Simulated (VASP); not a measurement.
A run of VASP 6.6.1 is set up as follows.

Contents of POSCAR:

```
AlIn
1.0
    2.9936278475      0.0000028296      0.0000000000
   -1.4968163742      2.5925563506      0.0000000000
    0.0000000000      0.0000000000      5.8310153364
Al In
1 1
Direct
    0.0000000000      0.0000000000      0.0000000000
    0.0000000000      0.0000000000      0.5000000000
```

Contents of INCAR.step1:

```
SYSTEM = AlIn
PREC = Accurate
ENCUT = 520
EDIFF = 1E-5
ISMEAR = -1
SIGMA = 0.05
LREAL = .False.
LASPH = .True.
NELM = 60
ALGO = Normal
ISIF = 2
LWAVE = .True.
GGA = PE
NBANDS = 15
```

INCAR.step2

```
SYSTEM = AlIn
PREC = Accurate
ENCUT = 520
EDIFF = 1E-6
ISMEAR = -1
SIGMA = 0.05
LREAL = .False.
LASPH = .True.
NELM = 60
ALGO = Normal
ISIF = 2
LWAVE = .False.
LCHARG = .True.
GGA = PE
LHFCALC = .True.
HFSCREEN = 0.2079
PRECFOCK = Normal
LELF = .True.
LVHAR = .True.
ISTART = 1
NBANDS = 15
```

The input KPOINTS:

```
regular mesh
0
Gamma
  5 5 3
  0 0 0
```

Potentials or basis: VASP PAW PBE potentials, release 64 (Al, In_d).

Launch:

```console
$ cat potpaw_PBE.64/Al/POTCAR potpaw_PBE.64/In_d/POTCAR > POTCAR
$ cp INCAR.step1 INCAR
$ mpirun -np 1 vasp_std > vasp.out
$ cp INCAR.step2 INCAR
$ mpirun -np 1 vasp_std > vasp.out
```

Problem. Estimate the band gap on the k mesh.

Solution. Zero (bands 8 and 9 overlap by 2.41 eV).

Problem. What does it give for the pressure?

Solution. -0.1 GPa.

Caveat: the k points lie up to 0.48 Å⁻¹ apart, too coarse for converged energies and pressures of a metal; the PAW data sets were made with another functional, which shifts forces and pressure a little; spin-orbit coupling is left out, which moves the levels of the heavy elements.
